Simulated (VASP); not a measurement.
# Hf (P6_3/mmc) in VASP: single point with PBE

Aim: the single point of Hf with PBE.

Program: VASP 6.6.1. These are calculated values, not measurements. Logs are shortened: lines on timing, memory, paths and dates and some standing lists are left out, and cuts for length are marked.

### Step 1. The cell of the first run

Symmetry: P6_3/mmc, No. 194, hexagonal system. Conventional cell: a = 3.206 Å, b = 3.206 Å, c = 5.065 Å, α = 90.00°, β = 90.00°, γ = 120.00°. Hf (site symmetry -6m2) has 12 Hf at 3.14 to 3.21 Å within 4.1 Å.

### Step 2. Single point, PBE

INCAR

```
PREC = Accurate
ENCUT = 520
EDIFF = 1E-7
ISMEAR = 0
SIGMA = 0.05
LREAL = F
LASPH = T
NELM = 60
ALGO = Fast
ISIF = 2
LWAVE = F
LCHARG = F
GGA = PE
NBANDS = 17
```

KPOINTS

```
Automatic mesh
0
Gamma
  16 16 10
```

POSCAR

```
Hf
1.0
    3.2057721387      0.0000000000      0.0000000000
   -1.6028860693      2.7762801109      0.0000000000
    0.0000000000      0.0000000000      5.0654974678
Hf
2
Direct
    0.3333333333      0.6666666667      0.2500000000
    0.6666666667      0.3333333333      0.7500000000
```

Potentials or basis: VASP PAW PBE potentials, release 64 (Hf_pv).

Launch:

```sh
cat potpaw_PBE.64/Hf_pv/POTCAR > POTCAR
mpirun -np 1 vasp_std > vasp.out
```

OUTCAR:

```text
PREC = Accurate
   ENCUT = 520
   EDIFF = 1E-7
   ISMEAR = 0
   LREAL = F
   LASPH = T
   NELM = 60
   ISIF = 2
   GGA = PE

 ion  position               nearest neighbor table
   1  0.333  0.667  0.250-   2 3.14   2 3.14   2 3.14   2 3.14   2 3.14   2 3.14
   2  0.667  0.333  0.750-   1 3.14   1 3.14   1 3.14   1 3.14   1 3.14   1 3.14

  LATTYP: Found a hexagonal cell.
 ALAT       =     3.2057721387
 C/A-ratio  =     1.5801177528

  Lattice vectors:

 A1 = (   3.2057721387,   0.0000000000,   0.0000000000)
 A2 = (  -1.6028860693,   2.7762801109,   0.0000000000)
 A3 = (   0.0000000000,   0.0000000000,   5.0654974678)

Analysis of symmetry for initial positions (statically):
=====================================================================
 Subroutine PRICEL returns:
 Original cell was already a primitive cell.

 Routine SETGRP: Setting up the symmetry group for a
 hexagonal supercell.

 Subroutine GETGRP returns: Found 24 space group operations
 (whereof 12 operations were pure point group operations)
 out of a pool of 24 trial point group operations.

The static configuration has the point symmetry D_3d.
 The point group associated with its full space group is D_6h.

Analysis of symmetry for dynamics (positions and initial velocities):
=====================================================================
 Subroutine PRICEL returns:
 Original cell was already a primitive cell.

 Routine SETGRP: Setting up the symmetry group for a
 hexagonal supercell.

 Subroutine GETGRP returns: Found 24 space group operations
 (whereof 12 operations were pure point group operations)
 out of a pool of 24 trial point group operations.

The dynamic configuration has the point symmetry D_3d.
 The point group associated with its full space group is D_6h.

 Subroutine INISYM returns: Found 24 space group operations
 (whereof 12 operations are pure point group operations),
 and found     1 'primitive' translations

----------------------------------------------------------------------------------------

                                     Primitive cell

  volume of cell :      45.0835

  direct lattice vectors                    reciprocal lattice vectors
     3.205772139  0.000000000  0.000000000     0.311937330  0.180097101  0.000000000
    -1.602886069  2.776280111  0.000000000     0.000000000  0.360194202  0.000000000
     0.000000000  0.000000000  5.065497468     0.000000000  0.000000000  0.197413977

  length of vectors
     3.205772139  3.205772139  5.065497468     0.360194202  0.360194202  0.197413977

  position of ions in fractional coordinates (direct lattice)
     0.333333333  0.666666667  0.250000000
     0.666666667  0.333333333  0.750000000

  ion indices of the primitive-cell ions
   primitive index   ion index
                 1           1
                 2           2

----------------------------------------------------------------------------------------

 KPOINTS: Automatic mesh

Automatic generation of k-mesh.
 Grid dimensions read from file:
 generate k-points for:   16   16   10

 Generating k-lattice:

  Cartesian coordinates                     Fractional coordinates (reciprocal lattice)
     0.019496083  0.011256069  0.000000000     0.062500000  0.000000000  0.000000000
     0.000000000  0.022512138  0.000000000     0.000000000  0.062500000  0.000000000
     0.000000000  0.000000000  0.019741398     0.000000000  0.000000000  0.100000000

  Length of vectors
     0.022512138  0.022512138  0.019741398

  Shift w.r.t. Gamma in fractional coordinates (k-lattice)
     0.000000000  0.000000000  0.000000000

 Subroutine IBZKPT returns following result:
 ===========================================

 Found    180 irreducible k-points:

 Following reciprocal coordinates:
            Coordinates               Weight
  0.000000  0.000000  0.000000      1.000000
  0.062500 -0.000000  0.000000      6.000000
  0.125000 -0.000000  0.000000      6.000000
  0.187500  0.000000  0.000000      6.000000
  0.250000 -0.000000  0.000000      6.000000
  0.312500  0.000000  0.000000      6.000000
[... 16 lines left out ...]
  0.187500  0.187500  0.000000      6.000000
  0.250000  0.187500  0.000000     12.000000
 [... further k-points ...]
   k-points           NKPTS =    180   k-points in BZ     NKDIM =    180   number of bands    NBANDS=     17
   number of dos      NEDOS =    301   number of ions     NIONS =      2
   total plane-waves  NPLWV =  23040
   dimension x,y,z NGX =    24 NGY =   24 NGZ =   40
   dimension x,y,z NGXF=    48 NGYF=   48 NGZF=   80
   ions per type =               2
   NGX,Y,Z   is equivalent  to a cutoff of  12.45, 12.45, 13.13 a.u.
   NGXF,Y,Z  is equivalent  to a cutoff of  24.89, 24.89, 26.26 a.u.
 SYSTEM =  unknown system
   PREC   = accura    normal or accurate (medium, high low for compatibility)
   ISTART =      0    job   : 0-new  1-cont  2-samecut
   ICHARG =      2    charge: 1-file 2-atom 10-const
   ISPIN  =      1    spin polarized calculation?
   LNONCOLLINEAR =      F non collinear calculations
   LSORBIT =      F    spin-orbit coupling
   LASPH  =      T    aspherical Exc in radial PAW
   ENCUT  =  520.0 eV  38.22 Ry    6.18 a.u.   5.96  5.96  9.42*2*pi/ulx,y,z
   NELM   =     60;   NELMIN=  2; NELMDL= -5     # of ELM steps
   EDIFF  = 0.1E-06   stopping-criterion for ELM
   LREAL  =      F    real-space projection
   EDIFFG = 0.1E-05   stopping-criterion for IOM
   NSW    =      0    number of steps for IOM
   IBRION =     -1    ionic relax: 0-MD 1-quasi-New 2-CG
   NFREE  =      0    steps in history (QN), initial steepest desc. (CG)
   ISIF   =      2    stress and relaxation
   ISYM   =      2    0-nonsym 1-usesym 2-fastsym
   POTIM  = 0.5000    time-step for ionic-motion
   TEBEG  =    0.0;   TEEND  =   0.0 temperature during run
   PSTRESS=    0.0 pullay stress
   NELECT =      20.0000    total number of electrons
   NUPDOWN=      -1.0000    fix difference up-down
   EMIN   =  10.00;   EMAX   =-10.00  energy-range for DOS
   EFERMI =   0.00;   METHOD = LEGACY
   ISMEAR =     0;   SIGMA  =   0.05  broadening in eV -4-tet -1-fermi 0-gaus
   EFERMI_NEDOS =   21; number of points for ismear=-14 and -15
   IALGO  =     68    algorithm
   IMIX   =      4    mixing-type and parameters
     AMIX     =   0.40;   BMIX     =  1.00
     AMIX_MAG =   1.60;   BMIX_MAG =  1.00
  volume/ion in A,a.u.               =      22.54       152.12
  Fermi-wavevector in a.u.,A,eV,Ry     =   1.248568  2.359451 21.210417  1.558922
  Thomas-Fermi vector in A             =   2.382648
   LORBIT       =      0    0 simple, 1 ext, 2 COOP (PROOUT), +10 PAW based schemes
   GGA     = PE    functional components
   LHFCALC =     F    Hartree Fock is set to
   AEXX    =    0.0000 exact exchange contribution
   IVDW    =     0    specifies the selected vdW correction
   LEPSILON=     F    determine dielectric tensor
   LRPA    =     F    only Hartree local field effects (RPA)
 non-spin polarized calculation
 RMM-DIIS sequential band-by-band and
 Gauss-broadening in eV      SIGMA  =   0.05
  energy-cutoff  :      520.00
  volume of cell :       45.08
 maximum number of plane-waves:      1236
 NGX is ok and might be reduce to    24
   NGX = 11   NGY = 11   NGZ = 19

 number of electron      20.0000005 magnetization

 Free energy of the ion-electron system (eV)
  ---------------------------------------------------
  ext. energy  EPLUGINS =         0.00000000
  ---------------------------------------------------
  free energy    TOTEN  =       -19.85082099 eV

  energy without entropy =      -19.84855903  energy(sigma->0) =      -19.84969001

 E-fermi :   4.8812     XC(G=0): -11.2489

 val. band max:        4.8742401963   @ k =   0.3125   0.2500   0.4000
 cond. band min:       4.8819223660   @ k =   0.1875   0.0000   0.3000
 fundamental gap:      0.0076821697
 Fermi energy:         4.8812102734

 k-point     1 :       0.0000    0.0000    0.0000
  band No.  band energies     occupation
      1     -26.2188      2.00000
      2     -25.4922      2.00000
      3     -25.4922      2.00000
      4     -25.3717      2.00000
      5     -25.3666      2.00000
      6     -25.3666      2.00000
[... 9 lines left out ...]
     16       7.4768      0.00000
     17      10.1561      0.00000

 k-point     2 :       0.0625   -0.0000    0.0000
  band No.  band energies     occupation
      1     -26.2090      2.00000
      2     -25.5132      2.00000
      3     -25.4993      2.00000
      4     -25.3888      2.00000
      5     -25.3763      2.00000
      6     -25.3693      2.00000
[... 9 lines left out ...]
     16       7.3628      0.00000
     17      10.2534      0.00000

 k-point     3 :       0.1250   -0.0000    0.0000
  band No.  band energies     occupation
      1     -26.1800      2.00000
      2     -25.5730      2.00000
      3     -25.5191      2.00000
      4     -25.4513      2.00000
      5     -25.3900      2.00000
      6     -25.3777      2.00000
[... 9 lines left out ...]
     16       7.2723      0.00000
     17      10.4709      0.00000

 k-point     4 :       0.1875    0.0000    0.0000
  band No.  band energies     occupation
      1     -26.1343      2.00000
      2     -25.6627      2.00000
      3     -25.5479      2.00000
      4     -25.5422      2.00000
      5     -25.4130      2.00000
      6     -25.3909      2.00000
[... 9 lines left out ...]
     16       7.7714      0.00000
     17      10.7224      0.00000
[... 343 lines left out ...]
      1     -26.0200      2.00000
      2     -25.8782      2.00000
      3     -25.8387      2.00000
      4     -25.7056      2.00000
      5     -25.6057      2.00000
      6     -25.5072      2.00000
[... 9 lines left out ...]
     16      11.0001      0.00000
     17      11.7876      0.00000

 k-point    23 :       0.1875    0.1875    0.0000
  band No.  band energies     occupation
      1     -25.9921      2.00000
      2     -25.8167      2.00000
      3     -25.8120      2.00000
      4     -25.6046      2.00000
      5     -25.4950      2.00000
      6     -25.4856      2.00000
[... 9 lines left out ...]
     16       9.8520      0.00000
     17      10.8073      0.00000

 k-point    24 :       0.2500    0.1875    0.0000
  band No.  band energies     occupation
      1     -25.9274      2.00000
      2     -25.8974      2.00000
      3     -25.8425      2.00000
      4     -25.6552      2.00000
      5     -25.5384      2.00000
      6     -25.5228      2.00000
[... 9 lines left out ...]
     16      10.7261      0.00000
     17      10.8072      0.00000

 [... further k-points ...]
[... 5 lines left out ...]
  --------------------------------------------------------------------------------------
  -------------------------------------------------------------------------------------
  Total       -0.1134256     -0.1134256     -0.1521539     -0.0000000     -0.0000000      0.0000000
  in kB       -4.0309133     -4.0309133     -5.4072413     -0.0000000     -0.0000000      0.0000000
  external PRESSURE =      -4.4896893 kB  Pullay stress =       0.0000000 kB

 VOLUME and BASIS-vectors are now :
 -----------------------------------------------------------------------------
  energy-cutoff  :      520.00
  volume of cell :       45.08
      direct lattice vectors                 reciprocal lattice vectors
     3.205772139  0.000000000  0.000000000     0.311937330  0.180097101  0.000000000
    -1.602886069  2.776280111  0.000000000     0.000000000  0.360194202  0.000000000
     0.000000000  0.000000000  5.065497468     0.000000000  0.000000000  0.197413977

 POSITION                                       TOTAL-FORCE (eV/Angst)
 -----------------------------------------------------------------------------------
     -0.00000      1.85085      1.26637        -0.000000      0.000000      0.000000
      1.60289      0.92543      3.79912         0.000000     -0.000000      0.000000
 -----------------------------------------------------------------------------------
    total drift:                               -0.000000      0.000000     -0.000000

  FREE ENERGIE OF THE ION-ELECTRON SYSTEM (eV)
  ---------------------------------------------------
  free  energy   TOTEN  =       -19.8508209907 eV

  energy  without entropy=      -19.8485590312  energy(sigma->0) =      -19.84969001
```

Run time: 96 s. Hardware: 1 thread of Intel Xeon 6975P-C, shared host; peak memory 0.24 GiB.

Results:

- Free energy: -19.8508 eV
- Pressure: -0.4 GPa
- Band gap on the k mesh: zero (band 10 reaches 6.04 eV, above the bottom of band 11 at 4.48 eV)

Stress tensor (GPa, compression positive):
```
-0.40  0.00  0.00
 0.00 -0.40  0.00
 0.00  0.00 -0.54
```

Caveat: spin-orbit coupling is left out, which moves the levels of the heavy elements.
